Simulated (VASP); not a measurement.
# SrO (P6_3/mmc) in VASP: notebook

Runs on SrO. Level: PBEsol. Tasks: single point.

All numbers are computed with VASP 6.6.1; they aren't measurements. Logs are shortened: lines on timing, memory, paths and dates and some standing lists are left out, and cuts for length are marked.

## Step 1: The cell of the first run

Symmetry: P6_3/mmc, No. 194, hexagonal system. The conventional cell has a = 3.376 Å, b = 3.376 Å, c = 6.889 Å, α = 90.00°, β = 90.00°, γ = 120.00°. Sr (site symmetry -6m2) has 6 O at 2.60 Å and 6 Sr at 3.38 Å within 3.4 Å. O (site symmetry -3m) has 6 Sr at 2.60 Å and 6 O at 3.38 Å within 3.4 Å.

## Step 2: Single point, PBEsol

File INCAR:

```
SYSTEM = SrO
ALGO = Normal
EDIFF = 1E-6
ENCUT = 520
GGA = PS
ISIF = 2
ISMEAR = 0
LASPH = .TRUE.
LCHARG = .FALSE.
LREAL = .FALSE.
LWAVE = .FALSE.
NBANDS = 24
NELM = 80
PREC = Accurate
SIGMA = 0.02
```

File KPOINTS:

```
k-points
0
G
  6 6 4
  0 0 0
```

File POSCAR:

```
SrO
1.0
    3.3756255000      0.0000000000      0.0000000000
   -1.6878080000      2.9233780000      0.0000000000
    0.0000000000      0.0000000000      6.8889750693
Sr O
2 2
Direct
    0.3333333333      0.6666666667      0.2500000000
    0.6666666667      0.3333333333      0.7500000000
    0.0000000000      0.0000000000      0.0000000000
    0.0000000000      0.0000000000      0.5000000000
```

Potentials or basis: VASP PAW PBE potentials, release 64 (Sr_sv, O).

The run is started by

```console
$ cat potpaw_PBE.64/Sr_sv/POTCAR potpaw_PBE.64/O/POTCAR > POTCAR
$ mpirun -np 1 vasp_std > vasp.out
```

OUTCAR:

```text
SYSTEM = SrO
   EDIFF = 1E-6
   ENCUT = 520
   GGA = PS
   ISIF = 2
   ISMEAR = 0
   LASPH = .TRUE.
   LREAL = .FALSE.
   NELM = 80
   PREC = Accurate

 ion  position               nearest neighbor table
   1  0.333  0.667  0.250-   3 2.60   4 2.60   3 2.60   4 2.60   3 2.60   4 2.60   2 3.96   2 3.96
                             2 3.96   2 3.96   2 3.96   2 3.96
   2  0.667  0.333  0.750-   3 2.60   4 2.60   3 2.60   4 2.60   3 2.60   4 2.60   1 3.96   1 3.96
                             1 3.96   1 3.96   1 3.96   1 3.96
   3  0.000  0.000  0.000-   1 2.60   2 2.60   1 2.60   2 2.60   2 2.60   1 2.60
   4  0.000  0.000  0.500-   1 2.60   2 2.60   1 2.60   2 2.60   2 2.60   1 2.60

  LATTYP: Found a hexagonal cell.
 ALAT       =     3.3756255000
 C/A-ratio  =     2.0407995701

  Lattice vectors:

 A1 = (   3.3756255000,   0.0000000000,   0.0000000000)
 A2 = (  -1.6878080000,   2.9233780000,   0.0000000000)
 A3 = (   0.0000000000,   0.0000000000,   6.8889750693)

Analysis of symmetry for initial positions (statically):
=====================================================================
 Subroutine PRICEL returns:
 Original cell was already a primitive cell.

 Routine SETGRP: Setting up the symmetry group for a
 hexagonal supercell.

 Subroutine GETGRP returns: Found 24 space group operations
 (whereof 12 operations were pure point group operations)
 out of a pool of 24 trial point group operations.

The static configuration has the point symmetry D_3d.
 The point group associated with its full space group is D_6h.

Analysis of symmetry for dynamics (positions and initial velocities):
=====================================================================
 Subroutine PRICEL returns:
 Original cell was already a primitive cell.

 Routine SETGRP: Setting up the symmetry group for a
 hexagonal supercell.

 Subroutine GETGRP returns: Found 24 space group operations
 (whereof 12 operations were pure point group operations)
 out of a pool of 24 trial point group operations.

The dynamic configuration has the point symmetry D_3d.
 The point group associated with its full space group is D_6h.

 Subroutine INISYM returns: Found 24 space group operations
 (whereof 12 operations are pure point group operations),
 and found     1 'primitive' translations

----------------------------------------------------------------------------------------

                                     Primitive cell

  volume of cell :      67.9820

  direct lattice vectors                    reciprocal lattice vectors
     3.375625500  0.000000000  0.000000000     0.296241393  0.171034534  0.000000000
    -1.687808000  2.923378000  0.000000000     0.000000000  0.342070030  0.000000000
     0.000000000  0.000000000  6.888975069     0.000000000  0.000000000  0.145159474

  length of vectors
     3.375625500  3.375623613  6.888975069     0.342069839  0.342070030  0.145159474

  position of ions in fractional coordinates (direct lattice)
     0.333333333  0.666666667  0.250000000
     0.666666667  0.333333333  0.750000000
     0.000000000  0.000000000  0.000000000
     0.000000000  0.000000000  0.500000000

  ion indices of the primitive-cell ions
   primitive index   ion index
                 1           1
                 2           2
                 3           3
                 4           4

----------------------------------------------------------------------------------------

 KPOINTS: k-points

Automatic generation of k-mesh.
 Grid dimensions read from file:
 generate k-points for:    6    6    4

 Generating k-lattice:

  Cartesian coordinates                     Fractional coordinates (reciprocal lattice)
     0.049373565  0.028505756  0.000000000     0.166666667  0.000000000  0.000000000
     0.000000000  0.057011672  0.000000000     0.000000000  0.166666667  0.000000000
     0.000000000  0.000000000  0.036289869     0.000000000  0.000000000  0.250000000

  Length of vectors
     0.057011640  0.057011672  0.036289869

  Shift w.r.t. Gamma in fractional coordinates (k-lattice)
     0.000000000  0.000000000  0.000000000

 Subroutine IBZKPT returns following result:
 ===========================================

 Found     21 irreducible k-points:

 Following reciprocal coordinates:
            Coordinates               Weight
  0.000000  0.000000  0.000000      1.000000
  0.166667  0.000000  0.000000      6.000000
  0.333333  0.000000  0.000000      6.000000
  0.500000  0.000000  0.000000      3.000000
  0.166667  0.166667  0.000000      6.000000
  0.333333  0.166667  0.000000     12.000000
[... 13 lines left out ...]
  0.333333  0.166667  0.500000     12.000000
  0.333333  0.333333  0.500000      2.000000
   k-points           NKPTS =     21   k-points in BZ     NKDIM =     21   number of bands    NBANDS=     24
   number of dos      NEDOS =    301   number of ions     NIONS =      4
   total plane-waves  NPLWV =  42336
   dimension x,y,z NGX =    28 NGY =   28 NGZ =   54
   dimension x,y,z NGXF=    56 NGYF=   56 NGZF=  108
   ions per type =               2   2
   NGX,Y,Z   is equivalent  to a cutoff of  13.79, 13.79, 13.03 a.u.
   NGXF,Y,Z  is equivalent  to a cutoff of  27.58, 27.58, 26.06 a.u.
 SYSTEM =  SrO
   PREC   = accura    normal or accurate (medium, high low for compatibility)
   ISTART =      0    job   : 0-new  1-cont  2-samecut
   ICHARG =      2    charge: 1-file 2-atom 10-const
   ISPIN  =      1    spin polarized calculation?
   LNONCOLLINEAR =      F non collinear calculations
   LSORBIT =      F    spin-orbit coupling
   LASPH  =      T    aspherical Exc in radial PAW
   ENCUT  =  520.0 eV  38.22 Ry    6.18 a.u.   6.28  6.28 12.81*2*pi/ulx,y,z
   NELM   =     80;   NELMIN=  2; NELMDL= -5     # of ELM steps
   EDIFF  = 0.1E-05   stopping-criterion for ELM
   LREAL  =      F    real-space projection
   EDIFFG = 0.1E-04   stopping-criterion for IOM
   NSW    =      0    number of steps for IOM
   IBRION =     -1    ionic relax: 0-MD 1-quasi-New 2-CG
   NFREE  =      0    steps in history (QN), initial steepest desc. (CG)
   ISIF   =      2    stress and relaxation
   ISYM   =      2    0-nonsym 1-usesym 2-fastsym
   POTIM  = 0.5000    time-step for ionic-motion
   TEBEG  =    0.0;   TEEND  =   0.0 temperature during run
   PSTRESS=    0.0 pullay stress
   NELECT =      32.0000    total number of electrons
   NUPDOWN=      -1.0000    fix difference up-down
   EMIN   =  10.00;   EMAX   =-10.00  energy-range for DOS
   EFERMI =   0.00;   METHOD = LEGACY
   ISMEAR =     0;   SIGMA  =   0.02  broadening in eV -4-tet -1-fermi 0-gaus
   EFERMI_NEDOS =   21; number of points for ismear=-14 and -15
   IALGO  =     38    algorithm
   IMIX   =      4    mixing-type and parameters
     AMIX     =   0.40;   BMIX     =  1.00
     AMIX_MAG =   1.60;   BMIX_MAG =  1.00
  volume/ion in A,a.u.               =      17.00       114.69
  Fermi-wavevector in a.u.,A,eV,Ry     =   1.273484  2.406536 22.065410  1.621762
  Thomas-Fermi vector in A             =   2.406305
   LORBIT       =      0    0 simple, 1 ext, 2 COOP (PROOUT), +10 PAW based schemes
   GGA     = PS    functional components
   LHFCALC =     F    Hartree Fock is set to
   AEXX    =    0.0000 exact exchange contribution
   IVDW    =     0    specifies the selected vdW correction
   LEPSILON=     F    determine dielectric tensor
   LRPA    =     F    only Hartree local field effects (RPA)
 non-spin polarized calculation
 Gauss-broadening in eV      SIGMA  =   0.02
  energy-cutoff  :      520.00
  volume of cell :       67.98
 maximum number of plane-waves:      1874
 NGX is ok and might be reduce to    28
   NGX = 13   NGY = 13   NGZ = 25

 number of electron      31.9999998 magnetization

 Free energy of the ion-electron system (eV)
  ---------------------------------------------------
  ext. energy  EPLUGINS =         0.00000000
  ---------------------------------------------------
  free energy    TOTEN  =       -24.25909706 eV

  energy without entropy =      -24.25909706  energy(sigma->0) =      -24.25909706

 E-fermi :   2.0083     XC(G=0): -10.3050

 val. band max:        1.8029650891   @ k =   0.5000   0.0000   0.0000
 cond. band min:       4.4791477134   @ k =   0.0000   0.0000   0.0000
 fundamental gap:      2.6761826243
 Fermi energy:         2.0082918401

 k-point     1 :       0.0000    0.0000    0.0000
  band No.  band energies     occupation
      1     -31.1382      2.00000
      2     -31.0821      2.00000
      3     -15.0222      2.00000
      4     -13.3249      2.00000
      5     -12.8119      2.00000
      6     -12.6501      2.00000
[... 16 lines left out ...]
     23       9.3648      0.00000
     24      10.2896      0.00000

 k-point     2 :       0.1667    0.0000    0.0000
  band No.  band energies     occupation
      1     -31.0875      2.00000
      2     -31.0387      2.00000
      3     -14.7914      2.00000
      4     -13.9037      2.00000
      5     -13.0204      2.00000
      6     -12.7707      2.00000
[... 16 lines left out ...]
     23       9.5163      0.00000
     24       9.9615      0.00000

 k-point     3 :       0.3333    0.0000    0.0000
  band No.  band energies     occupation
      1     -30.9821      2.00000
      2     -30.9520      2.00000
      3     -14.6506      2.00000
      4     -14.1683      2.00000
      5     -13.6890      2.00000
      6     -12.9190      2.00000
[... 16 lines left out ...]
     23      10.5045      0.00000
     24      11.0303      0.00000
[... 433 lines left out ...]
 k-point    20 :       0.3333    0.1667    0.5000
  band No.  band energies     occupation
      1     -30.9182      2.00000
      2     -30.9182      2.00000
      3     -14.5357      2.00000
      4     -14.5357      2.00000
      5     -13.2522      2.00000
      6     -13.2522      2.00000
[... 16 lines left out ...]
     23      11.1395      0.00000
     24      11.1395      0.00000

 k-point    21 :       0.3333    0.3333    0.5000
  band No.  band energies     occupation
      1     -30.8936      2.00000
      2     -30.8936      2.00000
      3     -14.4346      2.00000
      4     -14.4346      2.00000
      5     -13.6107      2.00000
      6     -13.6107      2.00000
[... 16 lines left out ...]
     23      11.1765      0.00000
     24      11.3732      0.00000

------------------------ aborting loop because EDIFF is reached ----------------------------------------

  FORCE on cell =-STRESS in cart. coord.  units (eV):
  Direction    XX          YY          ZZ          XY          YZ          ZX
  --------------------------------------------------------------------------------------
  -------------------------------------------------------------------------------------
  Total        3.0043465      3.0043476    -10.6471290      0.0000049      0.0000000     -0.0000000
  in kB       70.8054607     70.8054880   -250.9280740      0.0001150      0.0000000     -0.0000000
  external PRESSURE =     -36.4390418 kB  Pullay stress =       0.0000000 kB

 VOLUME and BASIS-vectors are now :
 -----------------------------------------------------------------------------
  energy-cutoff  :      520.00
  volume of cell :       67.98
      direct lattice vectors                 reciprocal lattice vectors
     3.375625500  0.000000000  0.000000000     0.296241393  0.171034534  0.000000000
    -1.687808000  2.923378000  0.000000000     0.000000000  0.342070030  0.000000000
     0.000000000  0.000000000  6.888975069     0.000000000  0.000000000  0.145159474

 POSITION                                       TOTAL-FORCE (eV/Angst)
 -----------------------------------------------------------------------------------
      0.00000      1.94892      1.72224         0.000000     -0.000000      0.000000
      1.68781      0.97446      5.16673        -0.000000      0.000000     -0.000000
      0.00000      0.00000      0.00000         0.000000      0.000000     -0.000000
      0.00000      0.00000      3.44449        -0.000000      0.000000     -0.000000
 -----------------------------------------------------------------------------------
    total drift:                               -0.000000      0.000000      0.000000

  FREE ENERGIE OF THE ION-ELECTRON SYSTEM (eV)
  ---------------------------------------------------
  free  energy   TOTEN  =       -24.2590970587 eV

  energy  without entropy=      -24.2590970587  energy(sigma->0) =      -24.25909706
```

Run time: 36 s. Hardware: 1 thread of Intel Xeon Platinum 8259CL at 2.50GHz (Skylake/Cascade Lake), shared host; peak memory 0.2 GiB.

What came out:

```yaml
Free_energy: -24.2591 eV
Pressure: -3.6 GPa
Band_gap_on_the_k_mesh: 2.68 eV, indirect (least direct gap 2.76 eV)
```

Levels at points of the mesh, in eV from the valence-band top:
| k point | band 12 | band 13 | band 14 | band 15 | band 16 | band 17 | band 18 | band 19 | band 20 | band 21 |
| --- | --- | --- | --- | --- | --- | --- | --- | --- | --- | --- |
| (0.00, 0.00, 0.00) | -0.24 | -0.24 | -0.17 | -0.08 | -0.08 | 2.68 | 4.72 | 5.08 | 6.15 | 6.15 |
| (0.50, 0.00, 0.00) | -1.66 | -1.08 | -0.78 | -0.41 | 0.00 | 2.87 | 5.10 | 5.91 | 8.54 | 8.87 |
| (0.00, 0.00, 0.50) | -1.57 | -0.17 | -0.17 | -0.17 | -0.17 | 4.06 | 4.06 | 6.23 | 6.23 | 6.82 |
| (0.50, 0.00, 0.50) | -1.59 | -1.27 | -1.27 | -0.40 | -0.40 | 3.98 | 3.98 | 6.94 | 6.94 | 9.44 |

Caveat: the PAW data sets were made with another functional, which shifts forces and pressure a little. A k mesh can miss the band edges.

(Part 1 of 2 ends here.)
